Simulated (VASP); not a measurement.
Write the native input for VASP 6.6.1 that does the following.

| Property | Result |
| --- | --- |
| Task | single point |
| Functional | PBE |
| Potentials or basis | VASP PAW PBE potentials, release 64 (Sn_d, Pt, Se) |
| Cutoff | 520 eV |
| k mesh | 4 × 4 × 2 |
| Occupations | gaussian, width 0.1 eV |
| Spin | no spin polarisation |
| Dipole correction | no |
| Further INCAR settings | ALGO = Normal; EDIFF = 1e-07; NBANDS = 35 |

The structure of SnPt2Se3 lies in POSCAR:

```
SnPt2Se3
1.0
    3.8803797300      0.0000000000      0.0000000000
    0.0000000000      3.8803797300      0.0000000000
    0.0000000000      0.0000000000      8.6199133700
Sn Pt Se
1 2 3
Direct
    0.5000000000      0.5000000000      0.0000000000
    0.5000000000      0.0000000000      0.7398749000
    0.0000000000      0.5000000000      0.2601251000
    0.5000000000      0.0000000000      0.3835413500
    0.0000000000      0.5000000000      0.6164586500
    0.0000000000      0.0000000000      0.0000000000
```

The cell was built from a structure type or drawn by symmetry, and may not be a known phase.

These files were run (other wordings do the same):

INCAR

```
SYSTEM = SnPt2Se3
PREC     = Accurate       ! precision mode
ENCUT    = 520            ! plane-wave cutoff, eV
EDIFF    = 1E-7           ! SCF threshold, eV
ISMEAR   = 0              ! smearing method
SIGMA    = 0.1            ! smearing width, eV
LREAL    = .FALSE.        ! projectors in reciprocal space
LASPH    = .TRUE.         ! aspherical terms in the spheres
NELM     = 60             ! most SCF steps
ALGO     = Normal         ! electronic algorithm
ISIF     = 2              ! what is computed and relaxed
LWAVE    = .FALSE.        ! write WAVECAR
LCHARG   = .FALSE.        ! write CHGCAR
GGA      = PE             ! functional
NBANDS   = 35             ! bands
```

KPOINTS

```
regular mesh
0
G
  4 4 2
  0 0 0
```

Potentials or basis: VASP PAW PBE potentials, release 64 (Sn_d, Pt, Se).

Launch:

```sh
$ cat potpaw_PBE.64/Sn_d/POTCAR potpaw_PBE.64/Pt/POTCAR potpaw_PBE.64/Se/POTCAR > POTCAR
$ mpirun -np 1 vasp_std > vasp.out
```

It gave:

The pressure is -3.5 GPa, the largest force is 1.482 eV/Å and the band gap on the k mesh is zero (bands 26 and 27 overlap by 0.86 eV).

Caveat: the k points lie up to 0.40 Å⁻¹ apart, too coarse for converged energies and pressures of a metal; spin-orbit coupling is left out, which moves the levels of the heavy elements; forces of over 1 eV/Å act on the atoms, so gaps and moduli don't describe the material at rest.

Wall time 58 s on 1 thread of Intel(R) Xeon(R) Platinum 8488C (Sapphire Rapids) (shared host), peak memory 0.25 GiB.
